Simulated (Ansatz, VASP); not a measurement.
One calculation of AlN, two programs

```
Al N
1.0
     3.38080    0.00000    0.00000
    -1.69040    2.92786    0.00000
     0.00000    0.00000    4.26550
Al N
2 2
Direct
  0.33333 0.66667 0.75000
  0.66667 0.33333 0.25000
  0.33333 0.66667 0.25000
  0.66667 0.33333 0.75000
```

Alike in both runs: task single point; functional PBEsol; k mesh 9 × 9 × 6; occupations gaussian, width 0.05 eV; no spin polarisation.

|  | VASP | Ansatz |
| --- | --- | --- |
| version | VASP 6.6.1 | Ansatz 0.2.0 |
| potentials or method | VASP PAW PBE potentials, release 64 (Al, N), cutoff 520 eV | scalar-relativistic, plane waves, PAW |
| valence electrons in the cell | 16 | 16 |

VASP gave:

```
gap on the k mesh at the Fermi level (eV)                     : 2.75
least direct gap on the mesh (eV)                             : 2.75
pressure (GPa)                                                : -14.2
traceless stress, the component that is largest in VASP (GPa) : 1.11
```

**Question.** Which values does Ansatz return?

**Answer.** gap on the k mesh at the Fermi level (eV): 2.74; least direct gap on the mesh (eV): 2.74; pressure (GPa): -14.1; traceless stress, the component that is largest in VASP (GPa): 1.12.

VASP's potentials were made for PBE, not for PBEsol.
